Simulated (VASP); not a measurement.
# GaN (R3m) in VASP: further runs

GaN is run at these levels: r2SCAN; tasks: single point.

Program: VASP 6.6.1. These are calculated values, not measurements. Logs are shortened: lines on timing, memory, paths and dates and some standing lists are left out, and cuts for length are marked.

## 1. The cell of the first run

Symmetry: R3m, No. 160, trigonal system. Conventional cell: a = 3.117 Å, b = 3.117 Å, c = 7.860 Å, α = 90.00°, β = 90.00°, γ = 120.00°. Ga (site symmetry 3m) has 4 N at 1.92 to 1.94 Å within 2.6 Å. N (site symmetry 3m) has 4 Ga at 1.92 to 1.94 Å within 2.6 Å.

## 2. Single point, r2SCAN, non-collinear spin, zero start, spin-orbit coupling (epitaxial 111 strain -2.0%)

POSCAR reads:

```
GaN
1.0
    0.0433454747      2.2473189650      2.2473189650
    2.2473189650      0.0433454747      2.2473189650
    2.2473189650      2.2473189650      0.0433454747
Ga N
1 1
Direct
    0.0015142730      0.0015142730      0.0015142730
    0.2484857270      0.2484857270      0.2484857270
```

INCAR.step1 reads:

```
  PREC = Accurate
  ENCUT = 520
  ISMEAR = 0
  SIGMA = 0.01
  LREAL = False
  LASPH = True
  NELM = 150
  MAGMOM = 0 0 0 0 0 0
  LSORBIT = True
  GGA_COMPAT = False
  NBANDS = 30
  GGA = PE
  ALGO = Normal
  EDIFF = 1E-4
  LWAVE = True
  LCHARG = False
```

INCAR.step2 reads:

```
  PREC = Accurate
  ENCUT = 520
  EDIFF = 1E-6
  ISMEAR = 0
  SIGMA = 0.01
  LREAL = False
  LASPH = True
  NELM = 150
  ALGO = Normal
  ISIF = 2
  LWAVE = False
  LCHARG = False
  MAGMOM = 0 0 0 0 0 0
  LORBIT = 11
  LSORBIT = True
  GGA_COMPAT = False
  LORBMOM = True
  METAGGA = R2SCAN
  LMIXTAU = True
  NBANDS = 30
  ISTART = 1
```

KPOINTS reads:

```
Automatic mesh
0
Gamma
  10 10 10
```

Potentials or basis: VASP PAW PBE potentials, release 64 (Ga_d, N).

Command:

```console
$ cat potpaw_PBE.64/Ga_d/POTCAR potpaw_PBE.64/N/POTCAR > POTCAR
$ cp INCAR.step1 INCAR
$ mpirun -np 1 vasp_ncl > vasp.out
$ cp INCAR.step2 INCAR
$ mpirun -np 1 vasp_ncl > vasp.out
```

OUTCAR:

```text
PREC = Accurate
   ENCUT = 520
   EDIFF = 1E-6
   ISMEAR = 0
   LREAL = False
   LASPH = True
   NELM = 150
   ISIF = 2
   LORBIT = 11
   LSORBIT = True
   METAGGA = R2SCAN
   ISTART = 1

 ion  position               nearest neighbor table
   1  0.002  0.002  0.002-   2 1.92   2 1.92   2 1.92   2 1.94
   2  0.248  0.248  0.248-   1 1.92   1 1.92   1 1.92   1 1.94

  LATTYP: Found a trigonal (rhomboedric) cell.
 ALAT       =     3.1784845274
 COS(alpha) =     0.5191910651

  Lattice vectors:

 A1 = (   0.0433454747,   2.2473189650,   2.2473189650)
 A2 = (   2.2473189650,   0.0433454747,   2.2473189650)
 A3 = (   2.2473189650,   2.2473189650,   0.0433454747)

Analysis of symmetry for initial positions (statically):
=====================================================================
 Subroutine PRICEL returns:
 Original cell was already a primitive cell.

 Routine SETGRP: Setting up the symmetry group for a
 trigonal (rhombohedral) supercell.

 Subroutine GETGRP returns: Found  6 space group operations
 (whereof  6 operations were pure point group operations)
 out of a pool of 12 trial point group operations.

The static configuration has the point symmetry C_3v.

Analysis of symmetry for dynamics (positions and initial velocities):
=====================================================================
 Subroutine PRICEL returns:
 Original cell was already a primitive cell.

 Routine SETGRP: Setting up the symmetry group for a
 trigonal (rhombohedral) supercell.

 Subroutine GETGRP returns: Found  6 space group operations
 (whereof  6 operations were pure point group operations)
 out of a pool of 12 trial point group operations.

The dynamic configuration has the point symmetry C_3v.

Analysis of structural, dynamic, and magnetic symmetry:
=====================================================================
 Subroutine PRICEL returns:
 Original cell was already a primitive cell.

 Routine SETGRP: Setting up the symmetry group for a
 trigonal (rhombohedral) supercell.

 Subroutine GETGRP returns: Found  6 space group operations
 (whereof  6 operations were pure point group operations)
 out of a pool of 12 trial point group operations.

The overall configuration has the point symmetry C_3v.

 Subroutine INISYM returns: Found  6 space group operations
 (whereof  6 operations are pure point group operations),
 and found     1 'primitive' translations

----------------------------------------------------------------------------------------

                                     Primitive cell

  volume of cell :      22.0433

  direct lattice vectors                    reciprocal lattice vectors
     0.043345475  2.247318965  2.247318965    -0.229029911  0.224696055  0.224696055
     2.247318965  0.043345475  2.247318965     0.224696055 -0.229029911  0.224696055
     2.247318965  2.247318965  0.043345475     0.224696055  0.224696055 -0.229029911

  length of vectors
     3.178484527  3.178484527  3.178484527     0.391703120  0.391703120  0.391703120

  position of ions in fractional coordinates (direct lattice)
     0.001514273  0.001514273  0.001514273
     0.248485727  0.248485727  0.248485727

  ion indices of the primitive-cell ions
   primitive index   ion index
                 1           1
                 2           2

----------------------------------------------------------------------------------------

 KPOINTS: Automatic mesh

Automatic generation of k-mesh.
 Grid dimensions read from file:
 generate k-points for:   10   10   10

 Generating k-lattice:

  Cartesian coordinates                     Fractional coordinates (reciprocal lattice)
    -0.022902991  0.022469605  0.022469605     0.100000000  0.000000000  0.000000000
     0.022469605 -0.022902991  0.022469605     0.000000000  0.100000000  0.000000000
     0.022469605  0.022469605 -0.022902991     0.000000000  0.000000000  0.100000000

  Length of vectors
     0.039170312  0.039170312  0.039170312

  Shift w.r.t. Gamma in fractional coordinates (k-lattice)
     0.000000000  0.000000000  0.000000000

 Subroutine IBZKPT returns following result:
 ===========================================

 Found    220 irreducible k-points:

 Following reciprocal coordinates:
            Coordinates               Weight
  0.000000  0.000000  0.000000      1.000000
  0.100000 -0.000000 -0.000000      3.000000
 -0.100000  0.000000  0.000000      3.000000
[... 49 lines left out ...]
   TEBEG  =    0.0;   TEEND  =   0.0 temperature during run
   PSTRESS=    0.0 pullay stress
   NELECT =      18.0000    total number of electrons
   NUPDOWN=      -1.0000    fix difference up-down
   EMIN   =  10.00;   EMAX   =-10.00  energy-range for DOS
   EFERMI =   0.00;   METHOD = LEGACY
   ISMEAR =     0;   SIGMA  =   0.01  broadening in eV -4-tet -1-fermi 0-gaus
   EFERMI_NEDOS =   21; number of points for ismear=-14 and -15
   IALGO  =     38    algorithm
   IMIX   =      4    mixing-type and parameters
     AMIX     =   0.40;   BMIX     =  1.00
     AMIX_MAG =   1.60;   BMIX_MAG =  1.00
  volume/ion in A,a.u.               =      11.02        74.38
  Fermi-wavevector in a.u.,A,eV,Ry     =   1.530173  2.891607 31.857069  2.341429
  Thomas-Fermi vector in A             =   2.637692
   LORBIT       =     11    0 simple, 1 ext, 2 COOP (PROOUT), +10 PAW based schemes
   METAGGA = R2SCAN    functional components
   LHFCALC =     F    Hartree Fock is set to
   AEXX    =    0.0000 exact exchange contribution
   IVDW    =     0    specifies the selected vdW correction
   LEPSILON=     F    determine dielectric tensor
   LRPA    =     F    only Hartree local field effects (RPA)
 Gauss-broadening in eV      SIGMA  =   0.01
  energy-cutoff  :      520.00
  volume of cell :       22.04
 maximum number of plane-waves:      1208
   NGX = 11   NGY = 11   NGZ = 11

 number of electron      18.0000007 magnetization      -0.0000000      0.0000000      0.0000000

 number of electron      18.0000007 magnetization      -0.0000000     -0.0000000     -0.0000000

 number of electron      18.0000007 magnetization       0.0000000      0.0000000      0.0000000

 number of electron      18.0000007 magnetization      -0.0000000      0.0000000     -0.0000000

 Free energy of the ion-electron system (eV)
  ---------------------------------------------------
  ext. energy  EPLUGINS =         0.00000000
  ---------------------------------------------------
  free energy    TOTEN  =       -21.86858631 eV

  energy without entropy =      -21.86858631  energy(sigma->0) =      -21.86858631

 E-fermi :   5.5676     XC(G=0): -12.8584

 val. band max:        5.5098840831   @ k =   0.0000   0.0000   0.0000
 cond. band min:       7.7778721750   @ k =   0.0000   0.0000   0.0000
 fundamental gap:      2.2679880920
 Fermi energy:         5.5676324911

 k-point     1 :       0.0000    0.0000    0.0000
  band No.  band energies     occupation
      1     -11.6271      1.00000
      2     -11.6271      1.00000
      3      -8.6076      1.00000
      4      -8.6076      1.00000
      5      -8.6072      1.00000
      6      -8.6072      1.00000
[... 781 lines left out ...]
     29      23.1871      0.00000
     30      23.2263      0.00000

 [... further k-points ...]

------------------------ aborting loop because EDIFF is reached ----------------------------------------

  FORCE on cell =-STRESS in cart. coord.  units (eV):
  Direction    XX          YY          ZZ          XY          YZ          ZX
  --------------------------------------------------------------------------------------
  -------------------------------------------------------------------------------------
  Total        1.0717627      1.0717627      1.0717627     -0.4565853     -0.4565853     -0.4565853
  in kB       77.8993076     77.8993076     77.8993076    -33.1861532    -33.1861532    -33.1861532
  external PRESSURE =      77.8993076 kB  Pullay stress =       0.0000000 kB

 VOLUME and BASIS-vectors are now :
 -----------------------------------------------------------------------------
  energy-cutoff  :      520.00
  volume of cell :       22.04
      direct lattice vectors                 reciprocal lattice vectors
     0.043345475  2.247318965  2.247318965    -0.229029911  0.224696055  0.224696055
     2.247318965  0.043345475  2.247318965     0.224696055 -0.229029911  0.224696055
     2.247318965  2.247318965  0.043345475     0.224696055  0.224696055 -0.229029911

 POSITION                                       TOTAL-FORCE (eV/Angst)
 -----------------------------------------------------------------------------------
      0.00687      0.00687      0.00687         0.003325      0.003325      0.003325
      1.12762      1.12762      1.12762        -0.003325     -0.003325     -0.003325
 -----------------------------------------------------------------------------------
    total drift:                               -0.006459     -0.006459     -0.006459

  FREE ENERGIE OF THE ION-ELECTRON SYSTEM (eV)
  ---------------------------------------------------
  free  energy   TOTEN  =       -21.8685863051 eV

  energy  without entropy=      -21.8685863051  energy(sigma->0) =      -21.86858631

 orbital moment (x)

 # of ion     p       d       tot
 ----------------------------------------
  1         0.000   0.000   0.000
  2         0.000   0.000   0.000
 ----------------------------------------
            0.000   0.000   0.000

 orbital moment (y)

 # of ion     p       d       tot
 ----------------------------------------
  1         0.000   0.000   0.000
  2         0.000   0.000   0.000
 ----------------------------------------
            0.000   0.000   0.000

 orbital moment (z)

 # of ion     p       d       tot
 ----------------------------------------
  1         0.000   0.000   0.000
  2         0.000   0.000   0.000
 ----------------------------------------
            0.000   0.000   0.000

 Spin-Orbit-Coupling matrix elements

 Ion:    1  E_soc:     -0.0104384
 l=   1
     0.0000000    -0.0009453    -0.0009453
    -0.0009453     0.0000000    -0.0009453
    -0.0009453    -0.0009453     0.0000000
 l=   2
     0.0000000    -0.0001663     0.0000000    -0.0001663    -0.0006282
    -0.0001663     0.0000000    -0.0004711    -0.0001663    -0.0001570
     0.0000000    -0.0004711     0.0000000    -0.0004711     0.0000000
    -0.0001663    -0.0001663    -0.0004711     0.0000000    -0.0001570
    -0.0006282    -0.0001570     0.0000000    -0.0001570     0.0000000
 l=   3
     0.0000000     0.0000000     0.0000000     0.0000000     0.0000000     0.0000000     0.0000000
     0.0000000     0.0000000     0.0000000     0.0000000     0.0000000     0.0000000     0.0000000
     0.0000000     0.0000000     0.0000000     0.0000000     0.0000000     0.0000000     0.0000000
     0.0000000     0.0000000     0.0000000     0.0000000     0.0000000     0.0000000     0.0000000
     0.0000000     0.0000000     0.0000000     0.0000000     0.0000000     0.0000000     0.0000000
     0.0000000     0.0000000     0.0000000     0.0000000     0.0000000     0.0000000     0.0000000
     0.0000000     0.0000000     0.0000000     0.0000000     0.0000000     0.0000000     0.0000000

 Ion:    2  E_soc:     -0.0000891
 l=   1
     0.0000000    -0.0000148    -0.0000148
    -0.0000148     0.0000000    -0.0000148
    -0.0000148    -0.0000148     0.0000000
 l=   2
     0.0000000     0.0000000     0.0000000     0.0000000     0.0000000
     0.0000000     0.0000000     0.0000000     0.0000000     0.0000000
     0.0000000     0.0000000     0.0000000     0.0000000     0.0000000
     0.0000000     0.0000000     0.0000000     0.0000000     0.0000000
     0.0000000     0.0000000     0.0000000     0.0000000     0.0000000
 l=   3
     0.0000000     0.0000000     0.0000000     0.0000000     0.0000000     0.0000000     0.0000000
     0.0000000     0.0000000     0.0000000     0.0000000     0.0000000     0.0000000     0.0000000
     0.0000000     0.0000000     0.0000000     0.0000000     0.0000000     0.0000000     0.0000000
     0.0000000     0.0000000     0.0000000     0.0000000     0.0000000     0.0000000     0.0000000
     0.0000000     0.0000000     0.0000000     0.0000000     0.0000000     0.0000000     0.0000000
     0.0000000     0.0000000     0.0000000     0.0000000     0.0000000     0.0000000     0.0000000
     0.0000000     0.0000000     0.0000000     0.0000000     0.0000000     0.0000000     0.0000000

 total charge

# of ion       s       p       d       tot
------------------------------------------
    1        0.765   0.924  10.214  11.902
    2        1.232   2.571   0.000   3.803
--------------------------------------------------
tot          1.997   3.494  10.214  15.705

 magnetization (x)

# of ion       s       p       d       tot
------------------------------------------
    1        0.000  -0.000   0.000  -0.000
    2        0.000  -0.000   0.000  -0.000
--------------------------------------------------
tot          0.000  -0.000   0.000  -0.000

 magnetization (y)

# of ion       s       p       d       tot
------------------------------------------
    1        0.000   0.000   0.000   0.000
    2       -0.000  -0.000   0.000  -0.000
--------------------------------------------------
tot         -0.000  -0.000   0.000  -0.000

 magnetization (z)

# of ion       s       p       d       tot
------------------------------------------
    1        0.000  -0.000   0.000  -0.000
    2        0.000   0.000   0.000   0.000
--------------------------------------------------
tot          0.000  -0.000   0.000   0.000
```

Wall time 37 min (1 thread of AMD EPYC 9755, shared host); peak memory 0.33 GiB.

What came out:

- Free energy: -21.8686 eV
- Pressure: 7.8 GPa
- Largest force: 0.006 eV/Å
- Net moment: 0.00 μB per cell
- Valence electrons inside the program's atomic spheres: Ga 11.90; N 3.80

Forces in eV/Å, atoms in the order of the input:
```
Ga   0.003  0.003  0.003
N   -0.003 -0.003 -0.003
```

Stress tensor (GPa, compression positive):
```
 7.79 -3.32 -3.32
-3.32  7.79 -3.32
-3.32 -3.32  7.79
```

Moments on the atoms (μB; x, y, z):
```
Ga  0.00 0.00 0.00
N   0.00 0.00 0.00
```

Caveat: the cell differs from its parent crystal (epitaxial 111 strain -2.0%); the cell stands under pressure; the structure was generated, so it needn't be the stable form of GaN; the PAW data sets were made with another functional, which shifts forces and pressure a little.

## 3. Single point, r2SCAN, non-collinear spin, zero start, spin-orbit coupling (epitaxial 111 strain +2.0%)

POSCAR reads:

```
GaN
1.0
   -0.0424854305      2.2514461614      2.2514461614
    2.2514461614     -0.0424854305      2.2514461614
    2.2514461614      2.2514461614     -0.0424854305
Ga N
1 1
Direct
   -0.0012512220     -0.0012512220     -0.0012512220
    0.2512512220      0.2512512220      0.2512512220
```

INCAR.step1 reads:

```
ALGO = Normal
EDIFF = 1E-4
ENCUT = 520
GGA = PE
GGA_COMPAT = F
ISMEAR = 0
LASPH = T
LCHARG = F
LNONCOLLINEAR = T
LREAL = F
LSORBIT = T
LWAVE = T
MAGMOM = 0 0 0 0 0 0
NBANDS = 30
NELM = 150
PREC = Accurate
SIGMA = 0.01
```

INCAR.step2 reads:

```
ALGO = Normal
EDIFF = 1E-6
ENCUT = 520
GGA_COMPAT = F
ISIF = 2
ISMEAR = 0
ISTART = 1
LASPH = T
LCHARG = F
LMIXTAU = T
LNONCOLLINEAR = T
LORBIT = 11
LORBMOM = T
LREAL = F
LSORBIT = T
LWAVE = F
MAGMOM = 0 0 0 0 0 0
METAGGA = R2SCAN
NBANDS = 30
NELM = 150
PREC = Accurate
SIGMA = 0.01
```

KPOINTS reads:

```
k-points
0
Gamma
  10 10 10
```

Potentials or basis: VASP PAW PBE potentials, release 64 (Ga_d, N).

Command:

```console
$ cat potpaw_PBE.64/Ga_d/POTCAR potpaw_PBE.64/N/POTCAR > POTCAR
$ cp INCAR.step1 INCAR
$ mpirun -np 1 vasp_ncl > vasp.out
$ cp INCAR.step2 INCAR
$ mpirun -np 1 vasp_ncl > vasp.out
```

Run time: 35 min. Hardware: 1 thread of AMD EPYC 9755, shared host; peak memory 0.35 GiB.

It converged, with:

* Free energy: -21.8814 eV
* Pressure: -4.7 GPa
* Largest force: 0.017 eV/Å
* Net moment: 0.00 μB per cell
* Valence electrons inside the program's atomic spheres: Ga 11.77; N 3.75

Forces in eV/Å, atoms in the order of the input:
```
Ga  -0.010 -0.010 -0.010
N    0.010  0.010  0.010
```

Stress tensor (GPa, compression positive):
```
-4.74  2.87  2.87
 2.87 -4.74  2.87
 2.87  2.87 -4.74
```

Moments on the atoms (μB; x, y, z):
```
Ga  0.00 0.00 0.00
N   0.00 0.00 0.00
```

Caveat: the cell differs from its parent crystal (epitaxial 111 strain +2.0%); the cell stands under tension; the structure was generated, so it needn't be the stable form of GaN; the PAW data sets were made with another functional, which shifts forces and pressure a little.
